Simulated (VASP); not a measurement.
Crystal: BeCd3S4.

```
Be Cd S
1.0
     3.88000    0.00000    0.00000
     0.00000    3.88000    0.00000
     0.00000    0.00000   11.00000
Be Cd S
1 3 4
Direct
  0.00000 0.00000 0.00000
  0.00000 0.00000 0.50000
  0.50000 0.50000 0.23500
  0.50000 0.50000 0.76500
  0.00000 0.50000 0.09000
  0.50000 0.00000 0.91000
  0.00000 0.50000 0.63000
  0.50000 0.00000 0.37000
```

* Program: VASP 6.6.1
* Task: relaxation of cell and atoms
* Functional: PBE
* Potentials or basis: VASP PAW PBE potentials, release 64 (Be, Cd, S)
* Cutoff: 600 eV
* k mesh: 3 × 3 × 1
* Occupations: gaussian, width 0.15 eV
* Spin: no spin polarisation

At the start: pressure 8.0 GPa; volume 20.70 Å³/atom.

Q: Where does the relaxation end?

A: Over 8 steps the energy falls by 62.4 meV/atom and the volume is 22.79 Å³/atom (+10.1 %); space group P-4m2 (No. 115, to 0.1 Å) before and after.

The path:
```tsv
step	energy change (eV)	largest force (eV/Å)	pressure (GPa)	volume (Å³)
1	0.0000	0.6363	8.00	165.60
2	-0.3899	0.2910	-2.42	191.62
3	-0.4441	0.3685	-0.20	184.12
4	-0.4640	0.2595	-0.14	183.81
5	-0.4855	0.2784	0.07	183.07
6	-0.4950	0.1407	-0.08	183.29
7	-0.4975	0.1001	-0.20	183.47
8	-0.4992	0.0347	0.15	182.31
```

Final structure:
```
CELL_PARAMETERS angstrom
3.96735 0.00000 0.00000
0.00000 3.96735 0.00000
0.00000 0.00000 11.58256
ATOMIC_POSITIONS crystal
Be 0.00000 0.00000 0.00000
Cd 0.00000 0.00000 0.50000
Cd 0.50000 0.50000 0.22578
Cd 0.50000 0.50000 0.77422
S 0.00000 0.50000 0.08712
S 0.50000 0.00000 0.91288
S 0.00000 0.50000 0.63730
S 0.50000 0.00000 0.36270
```

Caveat: the k points lie up to 0.54 Å⁻¹ apart in the final cell; the relaxation stopped at a loose force limit of 0.08 eV/Å, so its end isn't a converged minimum.
